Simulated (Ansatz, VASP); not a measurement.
# SiC: VASP beside Ansatz

INCAR

```
PREC = Accurate ; ENCUT = 520
EDIFF = 1E-7 ; ISMEAR = 0
SIGMA = 0.02 ; LREAL = False
LASPH = True ; NELM = 120
ALGO = Normal ; ISIF = 2
LWAVE = False ; LCHARG = False
GGA = CA ; IBRION = 2
NSW = 60 ; EDIFFG = -0.002
GGA_COMPAT = False ; NELMIN = 4
```

File KPOINTS:

```
regular mesh
0
Gamma
  10 10 10
```

Contents of POSCAR:

```
SiC
1.0
   -0.0140111260      2.1721676711      2.1861787971
    2.1721676711     -0.0140111260      2.1861787971
    2.1581565452      2.1581565452      0.0000000000
Si C
1 1
Direct
   -0.0006011847     -0.0006011847      0.0006011847
    0.2506011847      0.2506011847      0.2493988153
```

Input for Ansatz:

```yaml
crystal:
  lattice:
    - [-0.014011126, 2.1721676711, 2.1861787971]
    - [2.1721676711, -0.014011126, 2.1861787971]
    - [2.1581565452, 2.1581565452, 0.0]
  atoms:
    - { symbol: Si, position: [-0.0006011847, -0.0006011847, 0.0006011847] }
    - { symbol: C, position: [0.2506011847, 0.2506011847, 0.2493988153] }
basis:
  ecutwfc: 420
kpoints:
  mp_grid: { grid: [10, 10, 10] }
hamiltonian:
  xc: lda
  pseudopotentials: { kind: paw, azcp: { folder: soft_1 } }
scf:
  occupations: { method: gaussian, width: 0.02 }
output:
  forces: true
  stress: true
  eigenvalues: true
relax:
  adjacent_minimum: "off"
  f_tol: 0.002
  max_steps: 40
```

Change from the starting cell: strained cell.

Alike in both runs: task relaxation of the atoms; functional LDA; k mesh 10 × 10 × 10; occupations gaussian, width 0.02 eV; no spin polarisation.

|  | VASP | Ansatz |
| --- | --- | --- |
| version | VASP 6.6.1 | Ansatz 0.2.0 |
| potentials or method | VASP PAW LDA potentials, release 64 (Si, C), cutoff 520 eV | scalar-relativistic, plane waves, PAW |
| valence electrons in the cell | 8 | 8 |

|  | VASP | Ansatz | Ansatz less VASP |
| --- | --- | --- | --- |
| gap on the k mesh at the Fermi level, each at its own relaxed structure (eV) | 1.20 | 1.22 | +0.013 |

Ansatz warns that its potentials were made for another functional, while VASP's fit it. LDA's correlation is that of Perdew and Zunger in VASP and of Perdew and Wang (1992) in Ansatz. Ansatz's warnings: stress scf threshold loose.

Noted on VASP's run: the relaxation stopped at its first step, so nothing moved.
